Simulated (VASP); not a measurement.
# CoO (R-3m) in VASP: notebook

CoO is run at these levels: PBE+U; tasks: single point, relaxation of shape and atoms at fixed volume.

Everything below comes from runs of VASP 6.6.1. Logs are shortened: lines on timing, memory, paths and dates and some standing lists are left out, and cuts for length are marked.

### Step 1. The cell of the first run

It takes space group R-3m (No. 166, trigonal). The conventional cell has a = 3.074 Å, b = 3.074 Å, c = 7.420 Å, α = 90.00°, β = 90.00°, γ = 120.00°. Within 2.9 Å of Co (site symmetry -3m) lie 6 O at 2.16 Å. O (site symmetry -3m) has 6 Co at 2.16 Å within 2.9 Å.

### Step 2. Single point, PBE+U, collinear spin, ferromagnetic start

Contents of INCAR:

```
SYSTEM = CoO
PREC = Accurate ; ENCUT = 520
EDIFF = 1E-6 ; ISMEAR = 0
SIGMA = 0.02 ; LREAL = .False.
LASPH = .True. ; NELM = 150
ALGO = Normal ; ISIF = 2
LWAVE = .False. ; LCHARG = .True.
ISPIN = 2 ; MAGMOM = 2.88 0.24
LORBIT = 11 ; LMAXMIX = 4
LDAU = .True. ; LDAUTYPE = 2
LDAUL = 2 -1 ; LDAUU = 3.32 0
LDAUJ = 0 0 ; LDAUPRINT = 1
GGA = PE ; LELF = .True.
LVHAR = .True. ; NBANDS = 18
```

Contents of KPOINTS:

```
Automatic mesh
0
Gamma
  12 12 12
  0 0 0
```

Contents of POSCAR:

```
CoO
1.0
    1.5369143794      0.8873379307      2.4734269507
   -1.5369143794      0.8873379307      2.4734269507
    0.0000000000     -1.7746758614      2.4734269507
Co O
1 1
Direct
    0.0000000000      0.0000000000      0.0000000000
    0.5000000000      0.5000000000      0.5000000000
```

Potentials or basis: VASP PAW PBE potentials, release 64 (Co, O).

The run is started by

```sh
$ cat potpaw_PBE.64/Co/POTCAR potpaw_PBE.64/O/POTCAR > POTCAR
$ mpirun -np 1 vasp_std > vasp.out
```

OUTCAR:

```text
SYSTEM = CoO
   PREC = Accurate
   ENCUT = 520
   EDIFF = 1E-6
   ISMEAR = 0
   LREAL = .False.
   LASPH = .True.
   NELM = 150
   ISIF = 2
   ISPIN = 2
   LORBIT = 11
   GGA = PE

 ion  position               nearest neighbor table
   1  0.000  0.000  0.000-   2 2.16   2 2.16   2 2.16   2 2.16   2 2.16   2 2.16
   2  0.500  0.500  0.500-   1 2.16   1 2.16   1 2.16   1 2.16   1 2.16   1 2.16

  LATTYP: Found a trigonal (rhomboedric) cell.
 ALAT       =     3.0442265509
 COS(alpha) =     0.4902286725

  Lattice vectors:

 A1 = (   1.5369143794,   0.8873379307,   2.4734269507)
 A2 = (  -1.5369143794,   0.8873379307,   2.4734269507)
 A3 = (   0.0000000000,  -1.7746758614,   2.4734269507)

Analysis of symmetry for initial positions (statically):
=====================================================================
 Subroutine PRICEL returns:
 Original cell was already a primitive cell.

 Routine SETGRP: Setting up the symmetry group for a
 trigonal (rhombohedral) supercell.

 Subroutine GETGRP returns: Found 12 space group operations
 (whereof 12 operations were pure point group operations)
 out of a pool of 12 trial point group operations.

The static configuration has the point symmetry D_3d.

Analysis of symmetry for dynamics (positions and initial velocities):
=====================================================================
 Subroutine PRICEL returns:
 Original cell was already a primitive cell.

 Routine SETGRP: Setting up the symmetry group for a
 trigonal (rhombohedral) supercell.

 Subroutine GETGRP returns: Found 12 space group operations
 (whereof 12 operations were pure point group operations)
 out of a pool of 12 trial point group operations.

The dynamic configuration has the point symmetry D_3d.

Analysis of structural, dynamic, and magnetic symmetry:
=====================================================================
 Subroutine PRICEL returns:
 Original cell was already a primitive cell.

 Routine SETGRP: Setting up the symmetry group for a
 trigonal (rhombohedral) supercell.

 Subroutine GETGRP returns: Found 12 space group operations
 (whereof 12 operations were pure point group operations)
 out of a pool of 12 trial point group operations.

The overall configuration has the point symmetry D_3d.

 Subroutine INISYM returns: Found 12 space group operations
 (whereof 12 operations are pure point group operations),
 and found     1 'primitive' translations

----------------------------------------------------------------------------------------

                                     Primitive cell

  volume of cell :      20.2390

  direct lattice vectors                    reciprocal lattice vectors
     1.536914379  0.887337931  2.473426951     0.325327166  0.187827727  0.134765789
    -1.536914379  0.887337931  2.473426951    -0.325327166  0.187827727  0.134765789
     0.000000000 -1.774675861  2.473426951     0.000000000 -0.375655454  0.134765789

  length of vectors
     3.044226551  3.044226551  3.044226551     0.399097529  0.399097529  0.399097529

  position of ions in fractional coordinates (direct lattice)
     0.000000000  0.000000000  0.000000000
     0.500000000  0.500000000  0.500000000

  ion indices of the primitive-cell ions
   primitive index   ion index
                 1           1
                 2           2

----------------------------------------------------------------------------------------

 KPOINTS: Automatic mesh

Automatic generation of k-mesh.
 Grid dimensions read from file:
 generate k-points for:   12   12   12

 Generating k-lattice:

  Cartesian coordinates                     Fractional coordinates (reciprocal lattice)
[... 64 lines left out ...]
   IBRION =     -1    ionic relax: 0-MD 1-quasi-New 2-CG
   NFREE  =      0    steps in history (QN), initial steepest desc. (CG)
   ISIF   =      2    stress and relaxation
   ISYM   =      2    0-nonsym 1-usesym 2-fastsym
   POTIM  = 0.5000    time-step for ionic-motion
   TEBEG  =    0.0;   TEEND  =   0.0 temperature during run
   PSTRESS=    0.0 pullay stress
   NELECT =      15.0000    total number of electrons
   NUPDOWN=      -1.0000    fix difference up-down
   EMIN   =  10.00;   EMAX   =-10.00  energy-range for DOS
   EFERMI =   0.00;   METHOD = LEGACY
   ISMEAR =     0;   SIGMA  =   0.02  broadening in eV -4-tet -1-fermi 0-gaus
   EFERMI_NEDOS =   21; number of points for ismear=-14 and -15
   IALGO  =     38    algorithm
   IMIX   =      4    mixing-type and parameters
     AMIX     =   0.40;   BMIX     =  1.00
     AMIX_MAG =   1.60;   BMIX_MAG =  1.00
  volume/ion in A,a.u.               =      10.12        68.29
  Fermi-wavevector in a.u.,A,eV,Ry     =   1.481525  2.799676 29.863638  2.194915
  Thomas-Fermi vector in A             =   2.595424
   LORBIT       =     11    0 simple, 1 ext, 2 COOP (PROOUT), +10 PAW based schemes
 LDA+U is selected, type is set to LDAUTYPE =  2
   angular momentum for each species LDAUL =     2   -1
   U (eV)           for each species LDAUU =   3.3  0.0
   J (eV)           for each species LDAUJ =   0.0  0.0
   GGA     = PE    functional components
   LHFCALC =     F    Hartree Fock is set to
   AEXX    =    0.0000 exact exchange contribution
   IVDW    =     0    specifies the selected vdW correction
   LEPSILON=     F    determine dielectric tensor
   LRPA    =     F    only Hartree local field effects (RPA)
 spin polarized calculation
 Gauss-broadening in eV      SIGMA  =   0.02
  energy-cutoff  :      520.00
  volume of cell :       20.24
 maximum number of plane-waves:       556
   NGX = 11   NGY = 11   NGZ = 11

atom =   1  type =  1  l = 2

 onsite density matrix

spin component  1

  0.9809  0.0000 -0.0000 -0.0183 -0.0000
  0.0000  0.9934 -0.0000 -0.0000 -0.0183
 -0.0000 -0.0000  0.9656  0.0000  0.0000
 -0.0183 -0.0000  0.0000  0.9934  0.0000
 -0.0000 -0.0183  0.0000  0.0000  0.9809

spin component  2

  0.4693 -0.0000 -0.0000  0.1231 -0.0000
 -0.0000  0.1622  0.0000  0.0000  0.1231
 -0.0000  0.0000  0.9577 -0.0000  0.0000
  0.1231  0.0000 -0.0000  0.1622 -0.0000
 -0.0000  0.1231  0.0000 -0.0000  0.4693

 occupancies and eigenvectors

  o =  0.1189  v =  0.0000  0.0000  0.0000  0.0000  0.0000 -0.3316 -0.0000  0.0000  0.9434  0.0000      0.0000  0.0000  0.0000  0.0000  0.0000  0.0000  0.0000  0.0000  0.0000  0.0000
  o =  0.1189  v =  0.0000  0.0000  0.0000  0.0000  0.0000  0.0000 -0.9434 -0.0000 -0.0000  0.3316      0.0000  0.0000  0.0000  0.0000  0.0000  0.0000  0.0000  0.0000  0.0000  0.0000
  o =  0.5126  v =  0.0000  0.0000  0.0000  0.0000  0.0000  0.9434  0.0000 -0.0000  0.3316  0.0000      0.0000  0.0000  0.0000  0.0000  0.0000  0.0000  0.0000  0.0000  0.0000  0.0000
  o =  0.5126  v =  0.0000  0.0000  0.0000  0.0000  0.0000  0.0000 -0.3316  0.0000  0.0000 -0.9434      0.0000  0.0000  0.0000  0.0000  0.0000  0.0000  0.0000  0.0000  0.0000  0.0000
  o =  0.9577  v =  0.0000  0.0000  0.0000  0.0000  0.0000 -0.0000  0.0000  1.0000  0.0000  0.0000      0.0000  0.0000  0.0000  0.0000  0.0000  0.0000  0.0000  0.0000  0.0000  0.0000
  o =  0.9656  v = -0.0000 -0.0000  1.0000 -0.0000 -0.0000  0.0000  0.0000  0.0000  0.0000  0.0000      0.0000  0.0000  0.0000  0.0000  0.0000  0.0000  0.0000  0.0000  0.0000  0.0000
  o =  0.9679  v = -0.8135 -0.0000 -0.0000 -0.5815 -0.0000  0.0000  0.0000  0.0000  0.0000  0.0000      0.0000  0.0000  0.0000  0.0000  0.0000  0.0000  0.0000  0.0000  0.0000  0.0000
  o =  0.9679  v = -0.0000  0.5815  0.0000 -0.0000  0.8135  0.0000  0.0000  0.0000  0.0000  0.0000      0.0000  0.0000  0.0000  0.0000  0.0000  0.0000  0.0000  0.0000  0.0000  0.0000
  o =  1.0064  v = -0.5815  0.0000 -0.0000  0.8135 -0.0000  0.0000  0.0000  0.0000  0.0000  0.0000      0.0000  0.0000  0.0000  0.0000  0.0000  0.0000  0.0000  0.0000  0.0000  0.0000
  o =  1.0064  v =  0.0000  0.8135 -0.0000 -0.0000 -0.5815  0.0000  0.0000  0.0000  0.0000  0.0000      0.0000  0.0000  0.0000  0.0000  0.0000  0.0000  0.0000  0.0000  0.0000  0.0000

 number of electron      15.0000001 magnetization       2.9999488

 Free energy of the ion-electron system (eV)
  ---------------------------------------------------
  ext. energy  EPLUGINS =         0.00000000
  ---------------------------------------------------
  free energy    TOTEN  =       -11.46797096 eV

  energy without entropy =      -11.46764743  energy(sigma->0) =      -11.46780919

 E-fermi :   7.0970     XC(G=0): -12.1176

 val. band max:        7.0962418642   @ k =   0.3333   0.0833   0.0833
 cond. band min:       7.0974418508   @ k =  -0.1667   0.1667   0.0000
 fundamental gap:      0.0011999866
 Fermi energy:         7.0969619937

 spin component 1

 k-point     1 :       0.0000    0.0000    0.0000
  band No.  band energies     occupation
      1     -12.3372      1.00000
      2       2.2218      1.00000
      3       2.2218      1.00000
      4       2.4588      1.00000
      5       2.4588      1.00000
      6       3.1590      1.00000
[... 1001 lines left out ...]
     17      34.7116      0.00000
     18      36.2138      0.00000

 [... further k-points ...]

------------------------ aborting loop because EDIFF is reached ----------------------------------------

  FORCE on cell =-STRESS in cart. coord.  units (eV):
  Direction    XX          YY          ZZ          XY          YZ          ZX
  --------------------------------------------------------------------------------------
  -------------------------------------------------------------------------------------
  Total       -0.9166062     -0.9166062     -0.9871846      0.0000000      0.0000000      0.0000000
  in kB      -72.5611754    -72.5611754    -78.1483649      0.0000000      0.0000000      0.0000000
  external PRESSURE =     -74.4235719 kB  Pullay stress =       0.0000000 kB

 VOLUME and BASIS-vectors are now :
 -----------------------------------------------------------------------------
  energy-cutoff  :      520.00
  volume of cell :       20.24
      direct lattice vectors                 reciprocal lattice vectors
     1.536914379  0.887337931  2.473426951     0.325327166  0.187827727  0.134765789
    -1.536914379  0.887337931  2.473426951    -0.325327166  0.187827727  0.134765789
     0.000000000 -1.774675861  2.473426951     0.000000000 -0.375655454  0.134765789

 POSITION                                       TOTAL-FORCE (eV/Angst)
 -----------------------------------------------------------------------------------
      0.00000      0.00000      0.00000         0.000000     -0.000000      0.000000
      0.00000      0.00000      3.71014         0.000000      0.000000      0.000000
 -----------------------------------------------------------------------------------
    total drift:                               -0.000000      0.000000     -0.000000

  FREE ENERGIE OF THE ION-ELECTRON SYSTEM (eV)
  ---------------------------------------------------
  free  energy   TOTEN  =       -11.4679709569 eV

  energy  without entropy=      -11.4676474302  energy(sigma->0) =      -11.46780919

 total charge

# of ion       s       p       d       tot
------------------------------------------
    1        0.286   0.333   7.112   7.731
    2        1.553   3.423   0.000   4.977
--------------------------------------------------
tot          1.839   3.756   7.112  12.708

 magnetization (x)

# of ion       s       p       d       tot
------------------------------------------
    1        0.020   0.016   2.692   2.729
    2        0.021   0.226   0.000   0.247
--------------------------------------------------
tot          0.042   0.242   2.692   2.976
```

Run time: 80 s. Hardware: 1 thread of Intel Xeon Platinum 8488C (Sapphire Rapids), shared host; peak memory 0.23 GiB.

Results:

| Property | Result |
| --- | --- |
| Free energy | -11.4680 eV |
| Pressure | -7.4 GPa |
| Band gap on the k mesh | zero (filled and empty bands overlap) |
| Net moment | 3.00 μB per cell |
| Site moments | Co +2.73; O +0.25 μB |
| Valence electrons inside the program's atomic spheres | Co 7.73; O 4.98 |

Levels at points of the mesh, in eV from the Fermi level:
Spin up:
| k point | band 5 | band 6 | band 7 | band 8 | band 9 | band 10 | band 11 | band 12 | band 13 | band 14 |
| --- | --- | --- | --- | --- | --- | --- | --- | --- | --- | --- |
| (0.00, 0.00, 0.00) | -4.64 | -3.94 | -2.59 | -2.59 | -2.47 | 1.00 | 16.90 | 16.90 | 16.92 | 17.49 |
| (0.50, 0.00, 0.00) | -4.06 | -3.55 | -3.04 | -0.55 | -0.50 | 5.21 | 9.09 | 13.25 | 13.51 | 19.47 |
| (0.50, 0.50, 0.00) | -4.06 | -3.83 | -3.79 | -3.67 | -3.29 | 5.70 | 9.84 | 10.92 | 15.32 | 15.60 |
| (0.50, 0.50, 0.50) | -4.09 | -4.09 | -2.54 | -0.52 | -0.52 | 5.13 | 9.30 | 13.06 | 13.06 | 19.44 |
Spin down:
```tsv
k point	band 3	band 4	band 5	band 6	band 7	band 8	band 9	band 10
(0.00, 0.00, 0.00)	-2.12	-2.12	-2.02	-0.83	-0.83	1.54	1.55	1.55
(0.50, 0.00, 0.00)	-3.91	-3.67	-1.45	-0.02	0.49	3.67	3.78	5.49
(0.50, 0.50, 0.00)	-3.34	-3.24	-2.68	-0.54	0.23	2.10	2.29	6.66
(0.50, 0.50, 0.50)	-3.95	-3.95	-1.12	0.40	0.40	3.68	3.68	5.42
```

Eigenvalues of the final occupation matrices:
```csv
site,spin,trace,eigenvalues
site 1 d,1,4.91,0.97 0.97 0.97 1.01 1.01
site 1 d,2,2.22,0.12 0.12 0.51 0.51 0.96
```

Caveat: a cell with one magnetic atom can't hold antiferromagnetic order, which such compounds often take. The state reached can hang on the start; a lower one may exist.

(Continued in part 2 of 2.)
